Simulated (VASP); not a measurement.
# SiW (CsCl type) in VASP: notebook

The runs below take SiW (CsCl type) through single point, relaxation of cell and atoms, with PBE, PBE+D4.

All numbers are computed with VASP 6.6.1; they aren't measurements. Logs are shortened: lines on timing, memory, paths and dates and some standing lists are left out, and cuts for length are marked.

## 1. The cell of the first run

It takes space group Pm-3m (No. 221, cubic). Conventional cell: a = 3.057 Å, b = 3.057 Å, c = 3.057 Å, α = 90.00°, β = 90.00°, γ = 90.00°. W (site symmetry m-3m) has 8 Si at 2.65 Å and 6 W at 3.06 Å within 3.5 Å. Si (site symmetry m-3m) has 8 W at 2.65 Å and 6 Si at 3.06 Å within 3.5 Å.

## 2. Single point, PBE

Contents of INCAR:

```
ALGO = Normal
EDIFF = 1E-6
ENCUT = 520
GGA = PE
ISIF = 2
ISMEAR = -1
LASPH = T
LCHARG = F
LREAL = F
LWAVE = F
NBANDS = 16
NELM = 100
PREC = Accurate
SIGMA = 0.03
```

Contents of KPOINTS:

```
k-points
0
Gamma
  11 11 11
```

Contents of POSCAR:

```
SiW
1.0
    3.0570944066      0.0000000000      0.0000000000
    0.0000000000      3.0570944066      0.0000000000
    0.0000000000      0.0000000000      3.0570944066
W Si
1 1
Direct
    0.0000000000      0.0000000000      0.0000000000
    0.5000000000      0.5000000000      0.5000000000
```

Potentials or basis: VASP PAW PBE potentials, release 64 (W_sv, Si).

Command:

```console
cat potpaw_PBE.64/W_sv/POTCAR potpaw_PBE.64/Si/POTCAR > POTCAR
mpirun -np 1 vasp_std > vasp.out
```

OUTCAR:

```text
EDIFF = 1E-6
   ENCUT = 520
   GGA = PE
   ISIF = 2
   ISMEAR = -1
   LASPH = T
   LREAL = F
   NELM = 100
   PREC = Accurate

 ion  position               nearest neighbor table
   1  0.000  0.000  0.000-   2 2.65   2 2.65   2 2.65   2 2.65   2 2.65   2 2.65   2 2.65   2 2.65

   2  0.500  0.500  0.500-   1 2.65   1 2.65   1 2.65   1 2.65   1 2.65   1 2.65   1 2.65   1 2.65

  LATTYP: Found a simple cubic cell.
 ALAT       =     3.0570944066

  Lattice vectors:

 A1 = (   3.0570944066,   0.0000000000,   0.0000000000)
 A2 = (   0.0000000000,   3.0570944066,   0.0000000000)
 A3 = (   0.0000000000,   0.0000000000,   3.0570944066)

Analysis of symmetry for initial positions (statically):
=====================================================================
 Subroutine PRICEL returns:
 Original cell was already a primitive cell.

 Routine SETGRP: Setting up the symmetry group for a
 simple cubic supercell.

 Subroutine GETGRP returns: Found 48 space group operations
 (whereof 48 operations were pure point group operations)
 out of a pool of 48 trial point group operations.

The static configuration has the point symmetry O_h .

Analysis of symmetry for dynamics (positions and initial velocities):
=====================================================================
 Subroutine PRICEL returns:
 Original cell was already a primitive cell.

 Routine SETGRP: Setting up the symmetry group for a
 simple cubic supercell.

 Subroutine GETGRP returns: Found 48 space group operations
 (whereof 48 operations were pure point group operations)
 out of a pool of 48 trial point group operations.

The dynamic configuration has the point symmetry O_h .

 Subroutine INISYM returns: Found 48 space group operations
 (whereof 48 operations are pure point group operations),
 and found     1 'primitive' translations

----------------------------------------------------------------------------------------

                                     Primitive cell
[... 75 lines left out ...]
   total plane-waves  NPLWV =  13824
   dimension x,y,z NGX =    24 NGY =   24 NGZ =   24
   dimension x,y,z NGXF=    48 NGYF=   48 NGZF=   48
   ions per type =               1   1
   NGX,Y,Z   is equivalent  to a cutoff of  13.05, 13.05, 13.05 a.u.
   NGXF,Y,Z  is equivalent  to a cutoff of  26.10, 26.10, 26.10 a.u.
 SYSTEM =  unknown system
   PREC   = accura    normal or accurate (medium, high low for compatibility)
   ISTART =      0    job   : 0-new  1-cont  2-samecut
   ICHARG =      2    charge: 1-file 2-atom 10-const
   ISPIN  =      1    spin polarized calculation?
   LNONCOLLINEAR =      F non collinear calculations
   LSORBIT =      F    spin-orbit coupling
   LASPH  =      T    aspherical Exc in radial PAW
   ENCUT  =  520.0 eV  38.22 Ry    6.18 a.u.   5.68  5.68  5.68*2*pi/ulx,y,z
   NELM   =    100;   NELMIN=  2; NELMDL= -5     # of ELM steps
   EDIFF  = 0.1E-05   stopping-criterion for ELM
   LREAL  =      F    real-space projection
   EDIFFG = 0.1E-04   stopping-criterion for IOM
   NSW    =      0    number of steps for IOM
   IBRION =     -1    ionic relax: 0-MD 1-quasi-New 2-CG
   NFREE  =      0    steps in history (QN), initial steepest desc. (CG)
   ISIF   =      2    stress and relaxation
   ISYM   =      2    0-nonsym 1-usesym 2-fastsym
   POTIM  = 0.5000    time-step for ionic-motion
   TEBEG  =    0.0;   TEEND  =   0.0 temperature during run
   PSTRESS=    0.0 pullay stress
   NELECT =      18.0000    total number of electrons
   NUPDOWN=      -1.0000    fix difference up-down
   EMIN   =  10.00;   EMAX   =-10.00  energy-range for DOS
   EFERMI =   0.00;   METHOD = LEGACY
   ISMEAR =    -1;   SIGMA  =   0.03  broadening in eV -4-tet -1-fermi 0-gaus
   EFERMI_NEDOS =   21; number of points for ismear=-14 and -15
   IALGO  =     38    algorithm
   IMIX   =      4    mixing-type and parameters
     AMIX     =   0.40;   BMIX     =  1.00
     AMIX_MAG =   1.60;   BMIX_MAG =  1.00
  volume/ion in A,a.u.               =      14.29        96.40
  Fermi-wavevector in a.u.,A,eV,Ry     =   1.403428  2.652094 26.798174  1.969610
  Thomas-Fermi vector in A             =   2.526091
   LORBIT       =      0    0 simple, 1 ext, 2 COOP (PROOUT), +10 PAW based schemes
   GGA     = PE    functional components
   LHFCALC =     F    Hartree Fock is set to
   AEXX    =    0.0000 exact exchange contribution
   IVDW    =     0    specifies the selected vdW correction
   LEPSILON=     F    determine dielectric tensor
   LRPA    =     F    only Hartree local field effects (RPA)
 non-spin polarized calculation
  energy-cutoff  :      520.00
  volume of cell :       28.57
 maximum number of plane-waves:       785
 NGX is ok and might be reduce to    24
   NGX = 11   NGY = 11   NGZ = 11

 number of electron      18.0000001 magnetization

 Free energy of the ion-electron system (eV)
  ---------------------------------------------------
  ext. energy  EPLUGINS =         0.00000000
  ---------------------------------------------------
  free energy    TOTEN  =       -18.11006720 eV

  energy without entropy =      -18.09970434  energy(sigma->0) =      -18.10488577

 E-fermi :  11.2508     XC(G=0): -12.7714

 val. band max:       11.2459484659   @ k =   0.3636   0.2727   0.1818
 cond. band min:      11.2548551934   @ k =   0.4545   0.3636   0.0909
 fundamental gap:      0.0089067276
 Fermi energy:        11.2508081937

 k-point     1 :       0.0000    0.0000    0.0000
  band No.  band energies     occupation
      1     -62.4248      2.00000
      2     -26.5383      2.00000
      3     -26.5383      2.00000
      4     -26.5383      2.00000
      5      -1.3462      2.00000
      6       7.5782      2.00000
[... 433 lines left out ...]
      3     -26.5464      2.00000
      4     -26.5440      2.00000
      5       0.3248      2.00000
      6       6.5231      2.00000
[... 8 lines left out ...]
     15      22.0331      0.00000
     16      23.5306      0.00000

 [... further k-points ...]
[... 5 lines left out ...]
  --------------------------------------------------------------------------------------
  -------------------------------------------------------------------------------------
  Total        0.0409076      0.0409076      0.0409076     -0.0000000      0.0000000     -0.0000000
  in kB        2.2939737      2.2939737      2.2939737     -0.0000000      0.0000000     -0.0000000
  external PRESSURE =       2.2939737 kB  Pullay stress =       0.0000000 kB

 VOLUME and BASIS-vectors are now :
 -----------------------------------------------------------------------------
  energy-cutoff  :      520.00
  volume of cell :       28.57
      direct lattice vectors                 reciprocal lattice vectors
     3.057094407  0.000000000  0.000000000     0.327107988  0.000000000  0.000000000
     0.000000000  3.057094407  0.000000000     0.000000000  0.327107988  0.000000000
     0.000000000  0.000000000  3.057094407     0.000000000  0.000000000  0.327107988

 POSITION                                       TOTAL-FORCE (eV/Angst)
 -----------------------------------------------------------------------------------
      0.00000      0.00000      0.00000         0.000000      0.000000      0.000000
      1.52855      1.52855      1.52855         0.000000      0.000000      0.000000
 -----------------------------------------------------------------------------------
    total drift:                                0.000000      0.000000      0.000000

  FREE ENERGIE OF THE ION-ELECTRON SYSTEM (eV)
  ---------------------------------------------------
  free  energy   TOTEN  =       -18.1100671975 eV

  energy  without entropy=      -18.0997043377  energy(sigma->0) =      -18.10488577
```

OSZICAR:

```text
N       E                     dE             d eps       ncg     rms          rms(c)
DAV:   1     0.110894646829E+03    0.11089E+03   -0.91855E+03  1792   0.118E+03
DAV:   2    -0.165027265562E+02   -0.12740E+03   -0.12346E+03  2184   0.320E+02
DAV:   3    -0.190954400998E+02   -0.25927E+01   -0.25815E+01  2056   0.428E+01
DAV:   4    -0.191115709817E+02   -0.16131E-01   -0.16130E-01  2256   0.377E+00
DAV:   5    -0.191117761931E+02   -0.20521E-03   -0.20521E-03  2104   0.406E-01    0.219E+01
DAV:   6    -0.181723972386E+02    0.93938E+00   -0.27411E+00  1904   0.136E+01    0.678E+00
DAV:   7    -0.181270526083E+02    0.45345E-01   -0.62818E-02  1928   0.183E+00    0.347E+00
DAV:   8    -0.181102208778E+02    0.16832E-01   -0.19229E-02  2104   0.948E-01    0.228E-01
DAV:   9    -0.181101116058E+02    0.10927E-03   -0.32924E-04  2032   0.133E-01    0.149E-01
DAV:  10    -0.181100793558E+02    0.32250E-04   -0.15788E-04  2072   0.134E-01    0.176E-02
DAV:  11    -0.181100679449E+02    0.11411E-04   -0.25464E-05  2040   0.487E-02    0.101E-02
DAV:  12    -0.181100671975E+02    0.74742E-06   -0.12428E-06  1392   0.690E-03
   1 F= -.18110067E+02 E0= -.18104886E+02  d E =-.103629E-01
```

stdout:

```text
POSCAR found type information on POSCAR W Si
 POSCAR found :  2 types and       2 ions
 scaLAPACK will be used
 LDA part: xc-table for (Slater+PW92), standard interpolation
 POSCAR, INCAR and KPOINTS ok, starting setup
 FFT: planning ... GRIDC
 FFT: planning ... GRID_SOFT
 FFT: planning ... GRID
 WAVECAR not read
 entering main loop
```

Run time: 11 s. Hardware: 1 thread of Intel Xeon 6975P-C, shared host; peak memory 0.15 GiB.

Results:

- Free energy: -18.1101 eV
- Pressure: 0.2 GPa
- Band gap on the k mesh: zero (band 9 reaches 13.66 eV, above the bottom of band 10 at 10.75 eV)

Levels at points of the mesh, in eV from the Fermi level:
| k point | band 7 | band 8 | band 9 | band 10 | band 11 | band 12 |
| --- | --- | --- | --- | --- | --- | --- |
| (0.00, 0.00, 0.00) | -3.67 | 1.80 | 1.80 | 1.80 | 2.44 | 2.44 |

Caveat: spin-orbit coupling is left out, which moves the levels of the heavy elements.

## 3. Single point, PBE (z stretched by -1 % at fixed volume)

Contents of INCAR:

```
SYSTEM = SiW
PREC     = Accurate       ! precision mode
ENCUT    = 520            ! plane-wave cutoff, eV
EDIFF    = 1E-6           ! SCF threshold, eV
ISMEAR   = -1             ! smearing method
SIGMA    = 0.03           ! smearing width, eV
LREAL    = .False.        ! projectors in reciprocal space
LASPH    = .True.         ! aspherical terms in the spheres
NELM     = 100            ! most SCF steps
ALGO     = Normal         ! electronic algorithm
ISIF     = 2              ! what is computed and relaxed
LWAVE    = .False.        ! write WAVECAR
LCHARG   = .False.        ! write CHGCAR
GGA      = PE             ! functional
NBANDS   = 16             ! bands
```

Contents of KPOINTS:

```
regular mesh
0
Gamma
  11 11 11
  0 0 0
```

Contents of POSCAR:

```
SiW
1.0
    3.0724954836      0.0000000000      0.0000000000
    0.0000000000      3.0724954836      0.0000000000
    0.0000000000      0.0000000000      3.0265234626
W Si
1 1
Direct
    0.0000000000      0.0000000000      0.0000000000
    0.5000000000      0.5000000000      0.5000000000
```

Potentials or basis: VASP PAW PBE potentials, release 64 (W_sv, Si).

Command:

```console
cat potpaw_PBE.64/W_sv/POTCAR potpaw_PBE.64/Si/POTCAR > POTCAR
mpirun -np 1 vasp_std > vasp.out
```

It took 24 s on 1 thread of Intel Xeon 6975P-C, shared host; peak memory 0.18 GiB.

The run converged. Its results:

* Free energy: -18.1116 eV
* Pressure: 0.2 GPa
* Band gap on the k mesh: zero (band 9 reaches 13.64 eV, above the bottom of band 10 at 10.77 eV)

Stress tensor (GPa, compression positive):
```
 0.71  0.00  0.00
 0.00  0.71  0.00
 0.00  0.00 -0.71
```

Levels at points of the mesh, in eV from the Fermi level:
```
           k point  band 7  band 8  band 9  band 10  band 11  band 12
(0.00, 0.00, 0.00)   -3.67    1.69    1.85     1.85     2.31     2.31
```

Caveat: the cell differs from its parent crystal (z stretched by -1 % at fixed volume); spin-orbit coupling is left out, which moves the levels of the heavy elements.

## 4. Single point, PBE+D4

Contents of INCAR:

```
SYSTEM = SiW
  PREC = Accurate
  ENCUT = 520
  EDIFF = 1E-7
  ISMEAR = -1
  SIGMA = 0.03
  LREAL = .False.
  LASPH = .True.
  NELM = 60
  ALGO = Normal
  ISIF = 2
  LWAVE = .False.
  LCHARG = .True.
  GGA = PE
  IVDW = 13
  LELF = .True.
  LVHAR = .True.
  NBANDS = 16
```

Contents of KPOINTS:

```
Automatic mesh
0
Gamma
  11 11 11
  0 0 0
```

POSCAR is that of step 3.

Command:

```console
cat potpaw_PBE.64/W_sv/POTCAR potpaw_PBE.64/Si/POTCAR > POTCAR
mpirun -np 1 vasp_std > vasp.out
```

It took 26 s on 1 thread of Intel Xeon 6975P-C, shared host; peak memory 0.18 GiB.

Results (log left out):

```yaml
Free_energy: -19.3025 eV
Pressure: -5.9 GPa
Band_gap_on_the_k_mesh: zero (band 9 reaches 13.64 eV, above the bottom of band 10 at 10.77 eV)
Dispersion_energy_per_atom: -0.595 eV
```

Stress tensor (GPa, compression positive):
```
-5.46  0.00  0.00
 0.00 -5.46  0.00
 0.00  0.00 -6.90
```

Levels at points of the mesh, in eV from the Fermi level:
| k point | band 5 | band 6 | band 7 | band 8 | band 9 | band 10 | band 11 | band 12 | band 13 | band 14 |
| --- | --- | --- | --- | --- | --- | --- | --- | --- | --- | --- |
| (0.00, 0.00, 0.00) | -12.60 | -3.69 | -3.67 | 1.69 | 1.85 | 1.85 | 2.31 | 2.31 | 2.70 | 8.89 |

Caveat: spin-orbit coupling is left out, which moves the levels of the heavy elements; pairwise dispersion overbinds metals, which lowers pressure and volume.

## 5. Relaxation of cell and atoms, PBE

This run uses another cell than the first one, of 12.57 Å³/atom, 0.880 times its volume.

Contents of INCAR:

```
SYSTEM = SiW
PREC = Accurate
ENCUT = 600
EDIFF = 1E-6
ISMEAR = -1
SIGMA = 0.03
LREAL = .FALSE.
LASPH = .TRUE.
NELM = 60
ALGO = Normal
ISIF = 3
LWAVE = .FALSE.
LCHARG = .FALSE.
GGA = PE
IBRION = 2
NSW = 100
EDIFFG = -0.005
```

Contents of KPOINTS:

```
regular mesh
0
G
  11 11 11
  0 0 0
```

Contents of POSCAR:

```
SiW
1.0
    2.9294002053      0.0000000000      0.0000000000
    0.0000000000      2.9294002053      0.0000000000
    0.0000000000      0.0000000000      2.9294002053
W Si
1 1
Direct
    0.0000000000      0.0000000000      0.0000000000
    0.5000000000      0.5000000000      0.5000000000
```

Command:

```console
cat potpaw_PBE.64/W_sv/POTCAR potpaw_PBE.64/Si/POTCAR > POTCAR
mpirun -np 1 vasp_std > vasp.out
```

Run time: 36 s. Hardware: 1 thread of Intel Xeon 6975P-C, shared host; peak memory 0.16 GiB.

It converged, with:

- Free energy: -18.1094 eV
- Relaxed volume: 14.30 Å³/atom
- Relaxed cell: a = 3.058 Å, b = 3.058 Å, c = 3.058 Å, α = 90.00°, β = 90.00°, γ = 90.00°
- Space group after relaxing (to 0.05 Å): Pm-3m (No. 221)
- Energy gained by relaxing: 189.9 meV/atom
- Ionic steps: 5
- Pressure after relaxing: 0.0 GPa
- Band gap on the k mesh: zero (band 9 reaches 13.65 eV, above the bottom of band 10 at 10.74 eV)

The path:
| step | energy change (eV) | largest force (eV/Å) | pressure (GPa) | volume (Å³) |
| --- | --- | --- | --- | --- |
| 1 | 0.0000 | 0.0000 | 39.42 | 25.14 |
| 2 | 0.9769 | 0.0000 | -35.23 | 38.15 |
| 3 | -0.3760 | 0.0000 | -2.97 | 28.99 |
| 4 | -0.3796 | 0.0000 | -0.55 | 28.67 |
| 5 | -0.3797 | 0.0000 | 0.03 | 28.60 |

Final structure:
```
W Si
1.0
     3.05810    0.00000    0.00000
     0.00000    3.05810    0.00000
     0.00000    0.00000    3.05810
W Si
1 1
Direct
  0.00000 0.00000 0.00000
  0.50000 0.50000 0.50000
```

Levels at points of the mesh, in eV from the Fermi level:
```csv
k point,band 5,band 6,band 7,band 8,band 9,band 10,band 11,band 12,band 13
"(0.00, 0.00, 0.00)",-12.59,-3.67,-3.67,1.80,1.80,1.80,2.44,2.44,2.44
```

Caveat: spin-orbit coupling is left out, which moves the levels of the heavy elements.

## 6. The runs side by side

| task | level | cell | cutoff (eV) | gap on the mesh (eV) | pressure (GPa) |
| --- | --- | --- | --- | --- | --- |
| single point | PBE | a = 3.057 Å, 2 atoms | 520 | none | 0.2 |
| single point | PBE | a = 3.072, b = 3.072, c = 3.027 Å, 2 atoms | 520 | none | 0.2 |
| single point | PBE+D4 | a = 3.072, b = 3.072, c = 3.027 Å, 2 atoms | 520 | none | -5.9 |
| relaxation of cell and atoms | PBE | relaxed from a = 2.929 Å, 2 atoms | 600 | none | 0.0 |

Alike in all rows: potentials or basis VASP PAW PBE potentials, release 64 (W_sv, Si); no spin polarisation; k mesh 11 × 11 × 11; smearing fermi-dirac 0.03 eV.

Caveats: spin-orbit coupling is left out, which moves the levels of the heavy elements; pairwise dispersion overbinds metals, which lowers pressure and volume (some runs).

Total energies depend on the potentials used, so only differences within one code and one set of settings carry meaning.
